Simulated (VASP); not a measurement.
# Ru2C5 (P-3m1) in VASP: further runs, part 2 of 2

VASP 6.6.1.

### Step 4. Single point, PBE

This run uses another cell than the first one, of 13.08 Å³/atom.

The input, INCAR:

```
PREC = Accurate
ENCUT = 520
EDIFF = 1E-6
ISMEAR = 0
SIGMA = 0.1
LREAL = F
LASPH = T
NELM = 100
ALGO = Normal
ISIF = 2
LWAVE = F
LCHARG = F
GGA = PE
NBANDS = 61
```

The input, KPOINTS:

```
regular mesh
0
Gamma
  12 12 1
```

The input, POSCAR:

```
Ru2C5
1.0
    2.5340579427      0.0000000000      0.0000000000
   -1.2670289714      2.1945585530      0.0000000000
    0.0000000000      0.0000000000     32.9205395902
Ru C
4 10
Direct
    0.6666666667      0.3333333333      0.9664313405
    0.3333333333      0.6666666667      0.9000854184
    0.3333333333      0.6666666667      0.0335686595
    0.6666666667      0.3333333333      0.0999145816
    0.3333333333      0.6666666667      0.4999974720
    0.6666666667      0.3333333333      0.5000025280
    0.0000000000      0.0000000000      0.6302001456
    0.6666666667      0.3333333333      0.6302001212
    0.0000000000      0.0000000000      0.3697998544
    0.3333333333      0.6666666667      0.3697998788
    0.6666666667      0.3333333333      0.7607441494
    0.3333333333      0.6666666667      0.7607461968
    0.3333333333      0.6666666667      0.2392558506
    0.6666666667      0.3333333333      0.2392538032
```

Potentials or basis: VASP PAW PBE potentials, release 64 (Ru_pv, C).

Launch:

```bash
cat potpaw_PBE.64/Ru_pv/POTCAR potpaw_PBE.64/C/POTCAR > POTCAR
mpirun -np 1 vasp_std > vasp.out
```

OUTCAR:

```text
PREC = Accurate
   ENCUT = 520
   EDIFF = 1E-6
   ISMEAR = 0
   LREAL = F
   LASPH = T
   NELM = 100
   ISIF = 2
   GGA = PE

 ion  position               nearest neighbor table
   1  0.667  0.333  0.966-   2 2.63   2 2.63   2 2.63   3 2.65   3 2.65   3 2.65
   2  0.333  0.667  0.900-   1 2.63   1 2.63   1 2.63
   3  0.333  0.667  0.034-   4 2.63   4 2.63   4 2.63   1 2.65   1 2.65   1 2.65
   4  0.667  0.333  0.100-   3 2.63   3 2.63   3 2.63
   5  0.333  0.667  0.500-   6 1.46   6 1.46   6 1.46
   6  0.667  0.333  0.500-   5 1.46   5 1.46   5 1.46
   7  0.000  0.000  0.630-   8 1.46   8 1.46   8 1.46
   8  0.667  0.333  0.630-   7 1.46   7 1.46   7 1.46
   9  0.000  0.000  0.370-  10 1.46  10 1.46  10 1.46
  10  0.333  0.667  0.370-   9 1.46   9 1.46   9 1.46
  11  0.667  0.333  0.761-  12 1.46  12 1.46  12 1.46
  12  0.333  0.667  0.761-  11 1.46  11 1.46  11 1.46
  13  0.333  0.667  0.239-  14 1.46  14 1.46  14 1.46
  14  0.667  0.333  0.239-  13 1.46  13 1.46  13 1.46

  LATTYP: Found a hexagonal cell.
 ALAT       =     2.5340579427
 C/A-ratio  =    12.9912339554

  Lattice vectors:

 A1 = (   2.5340579427,   0.0000000000,   0.0000000000)
 A2 = (  -1.2670289714,   2.1945585530,   0.0000000000)
 A3 = (   0.0000000000,   0.0000000000,  32.9205395902)

Analysis of symmetry for initial positions (statically):
=====================================================================
 Subroutine PRICEL returns:
 Original cell was already a primitive cell.

 Routine SETGRP: Setting up the symmetry group for a
 hexagonal supercell.

 Subroutine GETGRP returns: Found 12 space group operations
 (whereof 12 operations were pure point group operations)
 out of a pool of 24 trial point group operations.

The static configuration has the point symmetry D_3d.

Analysis of symmetry for dynamics (positions and initial velocities):
=====================================================================
 Subroutine PRICEL returns:
 Original cell was already a primitive cell.

 Routine SETGRP: Setting up the symmetry group for a
 hexagonal supercell.

 Subroutine GETGRP returns: Found 12 space group operations
 (whereof 12 operations were pure point group operations)
 out of a pool of 24 trial point group operations.

The dynamic configuration has the point symmetry D_3d.

 Subroutine INISYM returns: Found 12 space group operations
 (whereof 12 operations are pure point group operations),
 and found     1 'primitive' translations

----------------------------------------------------------------------------------------

                                     Primitive cell

  volume of cell :     183.0757

  direct lattice vectors                    reciprocal lattice vectors
     2.534057943  0.000000000  0.000000000     0.394623968  0.227836254  0.000000000
    -1.267028971  2.194558553  0.000000000     0.000000000  0.455672508  0.000000000
     0.000000000  0.000000000 32.920539590     0.000000000  0.000000000  0.030376173

  length of vectors
     2.534057943  2.534057943 32.920539590     0.455672508  0.455672508  0.030376173

  position of ions in fractional coordinates (direct lattice)
[... 82 lines left out ...]
   dimension x,y,z NGX =    20 NGY =   20 NGZ =  250
   dimension x,y,z NGXF=    40 NGYF=   40 NGZF=  500
   ions per type =               4  10
   NGX,Y,Z   is equivalent  to a cutoff of  13.12, 13.12, 12.62 a.u.
   NGXF,Y,Z  is equivalent  to a cutoff of  26.24, 26.24, 25.25 a.u.
 SYSTEM =  unknown system
   PREC   = accura    normal or accurate (medium, high low for compatibility)
   ISTART =      0    job   : 0-new  1-cont  2-samecut
   ICHARG =      2    charge: 1-file 2-atom 10-const
   ISPIN  =      1    spin polarized calculation?
   LNONCOLLINEAR =      F non collinear calculations
   LSORBIT =      F    spin-orbit coupling
   LASPH  =      T    aspherical Exc in radial PAW
   ENCUT  =  520.0 eV  38.22 Ry    6.18 a.u.   4.71  4.71 61.21*2*pi/ulx,y,z
   NELM   =    100;   NELMIN=  2; NELMDL= -5     # of ELM steps
   EDIFF  = 0.1E-05   stopping-criterion for ELM
   LREAL  =      F    real-space projection
   EDIFFG = 0.1E-04   stopping-criterion for IOM
   NSW    =      0    number of steps for IOM
   IBRION =     -1    ionic relax: 0-MD 1-quasi-New 2-CG
   NFREE  =      0    steps in history (QN), initial steepest desc. (CG)
   ISIF   =      2    stress and relaxation
   ISYM   =      2    0-nonsym 1-usesym 2-fastsym
   POTIM  = 0.5000    time-step for ionic-motion
   TEBEG  =    0.0;   TEEND  =   0.0 temperature during run
   PSTRESS=    0.0 pullay stress
   NELECT =      96.0000    total number of electrons
   NUPDOWN=      -1.0000    fix difference up-down
   EMIN   =  10.00;   EMAX   =-10.00  energy-range for DOS
   EFERMI =   0.00;   METHOD = LEGACY
   ISMEAR =     0;   SIGMA  =   0.10  broadening in eV -4-tet -1-fermi 0-gaus
   EFERMI_NEDOS =   21; number of points for ismear=-14 and -15
   IALGO  =     38    algorithm
   IMIX   =      4    mixing-type and parameters
     AMIX     =   0.40;   BMIX     =  1.00
     AMIX_MAG =   1.60;   BMIX_MAG =  1.00
  volume/ion in A,a.u.               =      13.08        88.25
  Fermi-wavevector in a.u.,A,eV,Ry     =   1.320145  2.494713 23.712006  1.742783
  Thomas-Fermi vector in A             =   2.449992
   LORBIT       =      0    0 simple, 1 ext, 2 COOP (PROOUT), +10 PAW based schemes
   GGA     = PE    functional components
   LHFCALC =     F    Hartree Fock is set to
   AEXX    =    0.0000 exact exchange contribution
   IVDW    =     0    specifies the selected vdW correction
   LEPSILON=     F    determine dielectric tensor
   LRPA    =     F    only Hartree local field effects (RPA)
 non-spin polarized calculation
 Gauss-broadening in eV      SIGMA  =   0.10
  energy-cutoff  :      520.00
  volume of cell :      183.08
 maximum number of plane-waves:      4983
 NGX is ok and might be reduce to    20
   NGX =  9   NGY =  9   NGZ =123

 number of electron      95.9999989 magnetization

 Free energy of the ion-electron system (eV)
  ---------------------------------------------------
  ext. energy  EPLUGINS =         0.00000000
  ---------------------------------------------------
  free energy    TOTEN  =      -125.72324881 eV

  energy without entropy =     -125.69864834  energy(sigma->0) =     -125.71094858

 E-fermi :   5.0932     XC(G=0):  -9.9183

 val. band max:        5.0493454767   @ k =   0.2500   0.0000   0.0000
 cond. band min:       5.0990073089   @ k =   0.3333   0.3333   0.0000
 fundamental gap:      0.0496618322
 Fermi energy:         5.0932070821

 k-point     1 :       0.0000    0.0000    0.0000
  band No.  band energies     occupation
      1     -38.7853      2.00000
      2     -38.3330      2.00000
      3     -37.8213      2.00000
      4     -37.6433      2.00000
      5     -37.6433      2.00000
      6     -37.6430      2.00000
[... 1186 lines left out ...]
     59      14.1953      0.00000
     60      14.1953      0.00000
 [bands above 60 left out]

------------------------ aborting loop because EDIFF is reached ----------------------------------------

  FORCE on cell =-STRESS in cart. coord.  units (eV):
  Direction    XX          YY          ZZ          XY          YZ          ZX
  --------------------------------------------------------------------------------------
  -------------------------------------------------------------------------------------
  Total        0.4681836      0.4681836      0.0877134     -0.0000000     -0.0000000     -0.0000000
  in kB        4.0972845      4.0972845      0.7676196     -0.0000000     -0.0000000     -0.0000000
  external PRESSURE =       2.9873962 kB  Pullay stress =       0.0000000 kB

 VOLUME and BASIS-vectors are now :
 -----------------------------------------------------------------------------
  energy-cutoff  :      520.00
  volume of cell :      183.08
      direct lattice vectors                 reciprocal lattice vectors
     2.534057943  0.000000000  0.000000000     0.394623968  0.227836254  0.000000000
    -1.267028971  2.194558553  0.000000000     0.000000000  0.455672508  0.000000000
     0.000000000  0.000000000 32.920539590     0.000000000  0.000000000  0.030376173

 POSITION                                       TOTAL-FORCE (eV/Angst)
 -----------------------------------------------------------------------------------
      1.26703      0.73152     31.81544         0.000000      0.000000      0.001118
     -0.00000      1.46304     29.63130         0.000000      0.000000     -0.012625
     -0.00000      1.46304      1.10510         0.000000     -0.000000     -0.001118
      1.26703      0.73152      3.28924         0.000000     -0.000000      0.012625
     -0.00000      1.46304     16.46019         0.000000     -0.000000     -0.000172
      1.26703      0.73152     16.46035        -0.000000      0.000000      0.000172
      0.00000      0.00000     20.74653        -0.000000      0.000000      0.000095
      1.26703      0.73152     20.74653         0.000000      0.000000     -0.000093
      0.00000      0.00000     12.17401        -0.000000      0.000000     -0.000095
     -0.00000      1.46304     12.17401         0.000000     -0.000000      0.000093
      1.26703      0.73152     25.04411        -0.000000      0.000000     -0.000618
     -0.00000      1.46304     25.04418         0.000000     -0.000000      0.000607
     -0.00000      1.46304      7.87643         0.000000      0.000000      0.000618
      1.26703      0.73152      7.87636        -0.000000      0.000000     -0.000607
 -----------------------------------------------------------------------------------
    total drift:                                0.000000     -0.000000      0.000000

  FREE ENERGIE OF THE ION-ELECTRON SYSTEM (eV)
  ---------------------------------------------------
  free  energy   TOTEN  =      -125.7232488137 eV

  energy  without entropy=     -125.6986483366  energy(sigma->0) =     -125.71094858
```

It took 3.6 min on 1 thread of Intel Xeon 6975P-C (Granite Rapids), shared host; peak memory 0.38 GiB.

What came out:

| Property | Result |
| --- | --- |
| Free energy | -125.7232 eV |
| Pressure | 0.3 GPa |
| Largest force | 0.013 eV/Å |
| Band gap on the k mesh | zero (bands 48 and 49 overlap by 2.75 eV) |

Forces in eV/Å, atoms in the order of the input:
```
Ru   0.000  0.000  0.001
Ru   0.000  0.000 -0.013
Ru   0.000  0.000 -0.001
Ru   0.000  0.000  0.013
C    0.000  0.000  0.000
C    0.000  0.000  0.000
C    0.000  0.000  0.000
C    0.000  0.000  0.000
C    0.000  0.000  0.000
C    0.000  0.000  0.000
C    0.000  0.000 -0.001
C    0.000  0.000  0.001
C    0.000  0.000  0.001
C    0.000  0.000 -0.001
```

### Step 5. Relaxation of shape and atoms at fixed volume, PBE (12.15 Å³/atom)

The input, INCAR:

```
PREC     = Accurate       # precision mode
ENCUT    = 600            # plane-wave cutoff, eV
EDIFF    = 1E-7           # SCF threshold, eV
ISMEAR   = 0              # smearing method
SIGMA    = 0.1            # smearing width, eV
LREAL    = False          # projectors in reciprocal space
LASPH    = True           # aspherical terms in the spheres
NELM     = 100            # most SCF steps
ALGO     = Normal         # electronic algorithm
ISIF     = 4              # what is computed and relaxed
LWAVE    = False          # write WAVECAR
LCHARG   = False          # write CHGCAR
GGA      = PE             # functional
IBRION   = 2              # ionic algorithm
NSW      = 50             # ionic steps
EDIFFG   = -0.01          # ionic threshold
```

The input, KPOINTS:

```
Automatic mesh
0
Gamma
  12 12 1
```

The input, POSCAR:

```
Ru2C5
1.0
    2.5070542636      0.0000000000      0.0000000000
   -1.2535271318      2.1711726809      0.0000000000
    0.0000000000      0.0000000000     31.2486757777
Ru C
4 10
Direct
    0.6666666667      0.3333333333      0.9650265264
    0.3333333333      0.6666666667      0.8958637262
    0.3333333333      0.6666666667      0.0349734736
    0.6666666667      0.3333333333      0.1041362738
    0.3333333333      0.6666666667      0.4999973323
    0.6666666667      0.3333333333      0.5000026677
    0.0000000000      0.0000000000      0.6292715932
    0.6666666667      0.3333333333      0.6292728020
    0.0000000000      0.0000000000      0.3707284068
    0.3333333333      0.6666666667      0.3707271980
    0.6666666667      0.3333333333      0.7586867673
    0.3333333333      0.6666666667      0.7586823962
    0.3333333333      0.6666666667      0.2413132327
    0.6666666667      0.3333333333      0.2413176038
```

Potentials or basis: VASP PAW PBE potentials, release 64 (Ru_pv, C).

Launch:

```bash
cat potpaw_PBE.64/Ru_pv/POTCAR potpaw_PBE.64/C/POTCAR > POTCAR
mpirun -np 1 vasp_std > vasp.out
```

OUTCAR:

```text
PREC = Accurate
   ENCUT = 600
   EDIFF = 1E-7
   ISMEAR = 0
   LREAL = False
   LASPH = True
   NELM = 100
   ISIF = 4
   GGA = PE
   IBRION = 2
   NSW = 50
   EDIFFG = -0.01

 ion  position               nearest neighbor table
   1  0.667  0.333  0.965-   2 2.60   2 2.60   2 2.60   3 2.62   3 2.62   3 2.62
   2  0.333  0.667  0.896-   1 2.60   1 2.60   1 2.60
   3  0.333  0.667  0.035-   4 2.60   4 2.60   4 2.60   1 2.62   1 2.62   1 2.62
   4  0.667  0.333  0.104-   3 2.60   3 2.60   3 2.60
   5  0.333  0.667  0.500-   6 1.45   6 1.45   6 1.45
   6  0.667  0.333  0.500-   5 1.45   5 1.45   5 1.45
   7  0.000  0.000  0.629-   8 1.45   8 1.45   8 1.45
   8  0.667  0.333  0.629-   7 1.45   7 1.45   7 1.45
   9  0.000  0.000  0.371-  10 1.45  10 1.45  10 1.45
  10  0.333  0.667  0.371-   9 1.45   9 1.45   9 1.45
[... 216 lines left out ...]
  -------------------------------------------------------------------------------------
  Total       11.7143764     11.7143764      3.0515571      0.0000000     -0.0000000      0.0000000
  in kB      110.3417937    110.3417937     28.7436802      0.0000000     -0.0000000      0.0000000
  external PRESSURE =      83.1424226 kB  Pullay stress =       0.0000000 kB
[... 371 lines left out ...]
--------------------------------------- Ionic step        9  -------------------------------------------

 number of electron      95.9999999 magnetization

 Free energy of the ion-electron system (eV)
  ---------------------------------------------------
  ext. energy  EPLUGINS =         0.00000000
  ---------------------------------------------------
  free energy    TOTEN  =      -125.72920588 eV

  energy without entropy =     -125.70564496  energy(sigma->0) =     -125.71742542

 E-fermi :   5.8315     XC(G=0): -10.4774

 val. band max:        5.7883059428   @ k =   0.2500   0.0000   0.0000
 cond. band min:       5.8357797725   @ k =   0.3333   0.3333   0.0000
 fundamental gap:      0.0474738297
 Fermi energy:         5.8315478683

 k-point     1 :       0.0000    0.0000    0.0000
  band No.  band energies     occupation
      1     -38.0491      2.00000
      2     -37.5955      2.00000
      3     -37.0822      2.00000
      4     -36.9050      2.00000
      5     -36.9050      2.00000
      6     -36.9038      2.00000
[... 1170 lines left out ...]
  FREE ENERGIE OF THE ION-ELECTRON SYSTEM (eV)
  ---------------------------------------------------
  free  energy   TOTEN  =      -125.7292058769 eV

  energy  without entropy=     -125.7056449619  energy(sigma->0) =     -125.71742542

 reached required accuracy - stopping structural energy minimisation
```

OSZICAR:

```text
N       E                     dE             d eps       ncg     rms          rms(c)
DAV:   1     0.103327256540E+04    0.10333E+04   -0.59326E+04  2334   0.186E+03
DAV:   2    -0.661881980102E+02   -0.10995E+04   -0.10492E+04  2404   0.491E+02
DAV:   3    -0.131483425931E+03   -0.65295E+02   -0.63499E+02  2681   0.114E+02
[... 122 lines left out ...]
DAV:   3    -0.125729243851E+03   -0.13771E-04   -0.91036E-05  2638   0.516E-02    0.313E-02
DAV:   4    -0.125729208137E+03    0.35714E-04   -0.44139E-05  2437   0.409E-02    0.134E-02
DAV:   5    -0.125729211740E+03   -0.36026E-05   -0.45988E-05  2407   0.378E-02    0.203E-02
DAV:   6    -0.125729205976E+03    0.57643E-05   -0.23181E-05  2387   0.278E-02    0.285E-03
DAV:   7    -0.125729205869E+03    0.10685E-06   -0.72753E-07  2328   0.460E-03    0.982E-04
DAV:   8    -0.125729205877E+03   -0.81636E-08   -0.49600E-08  1215   0.123E-03
   9 F= -.12572921E+03 E0= -.12571743E+03  d E =-.110464E-03
```

CONTCAR:

```text
Ru2C5
   1.00000000000000
     2.5339204033163067   -0.0000000000000000    0.0000000000000000
    -1.2669602016581534    2.1944394403877543    0.0000000000000000
     0.0000000000000000   -0.0000000000000000   30.5895542980144413
  Ru              C
     4    10
Direct
     0.6666666667000030    0.3333333332999970    0.9638864486207388
[... 17 lines left out ...]
  0.00000000E+00  0.00000000E+00  0.00000000E+00
  0.00000000E+00  0.00000000E+00  0.00000000E+00
  0.00000000E+00  0.00000000E+00  0.00000000E+00
  0.00000000E+00  0.00000000E+00  0.00000000E+00
  0.00000000E+00  0.00000000E+00  0.00000000E+00
  0.00000000E+00  0.00000000E+00  0.00000000E+00
  0.00000000E+00  0.00000000E+00  0.00000000E+00
  0.00000000E+00  0.00000000E+00  0.00000000E+00
  0.00000000E+00  0.00000000E+00  0.00000000E+00
  0.00000000E+00  0.00000000E+00  0.00000000E+00
  0.00000000E+00  0.00000000E+00  0.00000000E+00
```

It took 18 min on 1 thread of Intel Xeon 6975P-C (Granite Rapids), shared host; peak memory 0.41 GiB.

What came out:

| Item | Value |
| --- | --- |
| Free energy | -125.7292 eV |
| Energy gained by relaxing | 10.0 meV/atom |
| Ionic steps | 9 |
| Pressure after relaxing | 0.2 GPa |
| Largest force after relaxing | 0.009 eV/Å |
| Band gap on the k mesh | zero (bands 48 and 49 overlap by 2.76 eV) |

Forces on the atoms (eV/Å):
```
Ru   0.000  0.000 -0.003
Ru   0.000  0.000 -0.009
Ru   0.000  0.000  0.003
Ru   0.000  0.000  0.009
C    0.000  0.000 -0.001
C    0.000  0.000  0.001
C    0.000  0.000  0.000
C    0.000  0.000  0.000
C    0.000  0.000  0.000
C    0.000  0.000  0.000
C    0.000  0.000 -0.002
C    0.000  0.000 -0.003
C    0.000  0.000  0.002
C    0.000  0.000  0.003
```

The path:
```tsv
step	energy change (eV)	largest force (eV/Å)	pressure (GPa)	volume (Å³)
1	0.0000	0.4795	8.31	170.09
2	-0.0872	0.5748	2.73	170.09
3	-0.0882	0.5642	3.24	170.09
4	-0.1207	0.3310	2.03	170.09
5	-0.1403	0.0430	-0.04	170.09
6	-0.1404	0.0466	0.09	170.09
7	-0.1404	0.0496	0.15	170.09
8	-0.1405	0.0191	0.25	170.09
9	-0.1405	0.0089	0.21	170.09
```

Final structure:
```yaml
crystal:
  lattice:
    - [2.53392, 0.00000, 0.00000]
    - [-1.26696, 2.19444, 0.00000]
    - [0.00000, 0.00000, 30.58955]
  atoms:
    - { symbol: Ru, position: [0.66667, 0.33333, 0.96389] }
    - { symbol: Ru, position: [0.33333, 0.66667, 0.89251] }
    - { symbol: Ru, position: [0.33333, 0.66667, 0.03611] }
    - { symbol: Ru, position: [0.66667, 0.33333, 0.10749] }
    - { symbol: C, position: [0.33333, 0.66667, 0.49999] }
    - { symbol: C, position: [0.66667, 0.33333, 0.50001] }
    - { symbol: C, position: [0.00000, 0.00000, 0.62927] }
    - { symbol: C, position: [0.66667, 0.33333, 0.62927] }
    - { symbol: C, position: [0.00000, 0.00000, 0.37073] }
    - { symbol: C, position: [0.33333, 0.66667, 0.37073] }
    - { symbol: C, position: [0.66667, 0.33333, 0.75867] }
    - { symbol: C, position: [0.33333, 0.66667, 0.75868] }
    - { symbol: C, position: [0.33333, 0.66667, 0.24133] }
    - { symbol: C, position: [0.66667, 0.33333, 0.24132] }
```

### Step 6. Summary

```csv
task,cell,cutoff (eV),gap on the mesh (eV),pressure (GPa),largest force (eV/Å)
single point,"a = 2.533, b = 2.533, c = 30.613 Å, angles 90.0, 90.0, 120.0°, 14 atoms, atomic positions A",520,none,0.7,0.02
single point,"a = 2.534, b = 2.534, c = 32.537 Å, angles 90.0, 90.0, 120.0°, 14 atoms, atomic positions B",520,none,0.3,0.01
single point,"a = 2.534, b = 2.534, c = 32.921 Å, angles 90.0, 90.0, 120.0°, 14 atoms, atomic positions C",520,none,0.3,0.01
relaxation of shape and atoms at fixed volume,"relaxed from a = 2.507, b = 2.507, c = 31.249 Å, angles 90.0, 90.0, 120.0°, 14 atoms, atomic positions D",600,none,0.2,0.01
```

Alike in all rows: level PBE; potentials or basis VASP PAW PBE potentials, release 64 (Ru_pv, C); no spin polarisation; k mesh 12 × 12 × 1; smearing gaussian 0.1 eV.

Absolute energies hang on the potentials; compare differences alone.

The gap in the log of VASP goes by the Fermi energy; the results here count the filled bands.